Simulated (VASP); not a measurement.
## Rh: relaxation of cell and atoms with PBE

Crystal: Rh.

```
CELL_PARAMETERS angstrom
0.00000 1.90155 1.90155
1.90155 0.00000 1.90155
1.90155 1.90155 0.00000
ATOMIC_POSITIONS crystal
Rh 0.00000 0.00000 0.00000
```

- Program: VASP 6.6.1
- Task: relaxation of cell and atoms
- Functional: PBE
- Potentials or basis: VASP PAW PBE potentials, release 64 (Rh_pv)
- Cutoff: 600 eV
- k mesh: 14 × 14 × 14
- Occupations: fermi-dirac, width 0.05 eV
- Spin: collinear spin, ferromagnetic start
- Starting moments: [1.0] μB
- Dipole correction: no
- Further INCAR settings: ALGO = Normal; EDIFF = 1e-06; IBRION = 2; EDIFFG = -0.01; NSW = 80; ISIF = 3

The relaxed volume is 14.05 Å³/atom, the relaxed cell is a = 2.709 Å, b = 2.709 Å, c = 2.709 Å, α = 60.00°, β = 60.00°, γ = 60.00° and the space group after relaxing (to 0.1 Å) is Fm-3m (No. 225). The energy gained by relaxing is 5.1 meV/atom and the ionic steps are 3. The pressure after relaxing is -0.1 GPa and the net moment is 0.00 μB per cell. The valence electrons inside the program's atomic spheres are Rh 13.75.

The path:
```
step  energy change (eV)  largest force (eV/Å)  pressure (GPa)  volume (Å³)
   1              0.0000                0.0000            5.64        13.75
   2              0.0196                0.0000          -10.93        14.74
   3             -0.0051                0.0000           -0.07        14.05
```

Final structure:
```
Rh
1.0
     0.00000    1.91522    1.91522
     1.91522    0.00000    1.91522
     1.91522    1.91522    0.00000
Rh
1
Direct
  0.00000 0.00000 0.00000
```

Levels at points of the mesh, in eV from the Fermi level:
Spin up:
```
           k point  band 4  band 5  band 6  band 7  band 8  band 9  band 10  band 11
(0.00, 0.00, 0.00)   -7.79   -2.95   -2.95   -2.95   -0.94   -0.94    16.02    20.64
(0.50, 0.00, 0.00)   -5.92   -3.03   -3.03    0.57    0.57    0.77     8.44    15.52
(0.50, 0.50, 0.00)   -6.09   -5.73    0.54    0.97    0.97    3.25    12.02    13.21
```
Spin down:
| k point | band 5 | band 6 | band 7 | band 8 | band 9 | band 10 |
| --- | --- | --- | --- | --- | --- | --- |
| (0.00, 0.00, 0.00) | -2.95 | -2.95 | -2.95 | -0.94 | -0.94 | 16.02 |
| (0.50, 0.00, 0.00) | -3.03 | -3.03 | 0.57 | 0.57 | 0.77 | 8.44 |
| (0.50, 0.50, 0.00) | -5.73 | 0.54 | 0.97 | 0.97 | 3.25 | 12.02 |

Run time: 2.1 min on 1 thread of Intel Xeon 8259CL, with other jobs on the host, peak memory 0.18 GiB.

PBE usually gives volumes a little too large and moduli too small. Zero-point motion and thermal expansion aren't in these numbers.
